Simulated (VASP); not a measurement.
**MoOs: single point with LDA**

The system is MoOs.

```
Mo Os
1.0
     2.73688    0.00000    0.00000
    -1.36844    2.37021    0.00000
     0.00000    0.00000    4.65607
Mo Os
1 1
Cartesian
  1.3684 0.7901 2.3280
  0.0000 1.5801 0.0000
```

This cell differs from its parent crystal: ratio of the length along z to the lengths across it x 1.05, volume and fractional coordinates fixed.

```
Program             : VASP 6.6.1
Task                : single point
Functional          : LDA
Potentials or basis : VASP PAW LDA potentials, release 64 (Mo_sv, Os)
Cutoff              : 520 eV
k mesh              : 21 × 21 × 12
Occupations         : gaussian, width 0.15 eV
Spin                : no spin polarisation
```

| Quantity | Value |
| --- | --- |
| Pressure | -15.0 GPa |
| Band gap on the k mesh | zero (band 11 reaches 12.09 eV, above the bottom of band 12 at 9.22 eV) |

Stress tensor (GPa, compression positive):
```
 -7.93   0.00   0.00
  0.00  -7.93   0.00
  0.00   0.00 -29.05
```

Levels at points of the mesh, in eV from the Fermi level:
```csv
k point,band 7,band 8,band 9,band 10,band 11,band 12,band 13,band 14,band 15,band 16
"(0.00, 0.00, 0.00)",-2.04,-2.03,-2.03,-0.37,-0.37,0.20,0.20,0.59,3.06,3.06
"(0.00, 0.00, 0.50)",-2.82,-2.17,-2.17,-2.02,-1.02,-1.02,1.57,1.57,2.74,2.74
```

It took 72 s on 1 thread of AMD EPYC 9R45 (Zen 5), with other jobs on the host, peak memory 0.26 GiB.

Caveat: spin-orbit coupling is left out, which moves the levels of the heavy elements.
